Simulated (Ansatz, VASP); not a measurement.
**One calculation of SrTiO3, two programs**

INCAR

```
SYSTEM = SrTiO3
  PREC = Accurate
  ENCUT = 520
  EDIFF = 1E-6
  ISMEAR = 0
  SIGMA = 0.05
  LREAL = .FALSE.
  LASPH = .TRUE.
  NELM = 60
  ALGO = Normal
  ISIF = 2
  LWAVE = .FALSE.
  LCHARG = .FALSE.
  GGA = PE
  NBANDS = 28
```

Contents of KPOINTS:

```
regular mesh
0
G
  8 8 8
  0 0 0
```

The input POSCAR:

```
SrTiO3
1.0
    3.9364094381      0.0000000000      0.0000000000
    0.0000000000      3.9364094381      0.0000000000
    0.0000000000      0.0000000000      3.9364094381
Sr Ti O
1 1 3
Direct
    0.0260316622      0.0000000000      0.0000000000
    0.4804155202      0.5000000000      0.5000000000
   -0.0247969069      0.5000000000      0.5000000000
    0.4704132060      0.0000000000      0.5000000000
    0.4704132060      0.5000000000      0.0000000000
```

Input for Ansatz:

```yaml
crystal:
  lattice:
    - [3.9364094381, 0.0, 0.0]
    - [0.0, 3.9364094381, 0.0]
    - [0.0, 0.0, 3.9364094381]
  atoms:
    - { symbol: Sr, position: [0.0260316622, 0.0, 0.0] }
    - { symbol: Ti, position: [0.4804155202, 0.5, 0.5] }
    - { symbol: O, position: [-0.0247969069, 0.5, 0.5] }
    - { symbol: O, position: [0.470413206, 0.0, 0.5] }
    - { symbol: O, position: [0.470413206, 0.5, 0.0] }
basis:
  ecutwfc: 520.0
kpoints:
  mp_grid: { grid: [8, 8, 8] }
hamiltonian:
  xc: pbe
  pseudopotentials: { kind: paw, azcp: { folder: soft_1 } }
scf:
  occupations: { method: gaussian, width: 0.05 }
output:
  forces: true
  stress: true
  eigenvalues: true
```

Change from the starting cell: mode 1 frozen in at -0.058 Å and mode 7 at +0.115 Å (largest displacements).

Alike in both runs: task single point; functional PBE; k mesh 8 × 8 × 8; occupations gaussian, width 0.05 eV; no spin polarisation.

```csv
,VASP,Ansatz
version,VASP 6.6.1,Ansatz 0.2.0
potentials or method,"VASP PAW PBE potentials, release 64 (Sr_sv, Ti_sv, O), cutoff 520 eV","scalar-relativistic, plane waves, PAW"
valence electrons in the cell,40,40
```

|  | VASP | Ansatz | Ansatz less VASP |
| --- | --- | --- | --- |
| gap on the k mesh at the Fermi level (eV) | 1.80 | 1.83 | +0.034 |
| least direct gap on the mesh (eV) | 2.17 | 2.19 | +0.019 |
| pressure (GPa) | 1.6 | 1.0 | -0.67 |
| traceless stress, the component that is largest in VASP (GPa) | 0.08 | 0.08 | +0.003 |
| rms of the force components (eV/Å) | 0.224 | 0.217 | -0.0070 |

Atom by atom the forces differ by 0.010 eV/Å (rms over components). With one functional, cell and mesh, what is left measures potentials, basis and numerics.
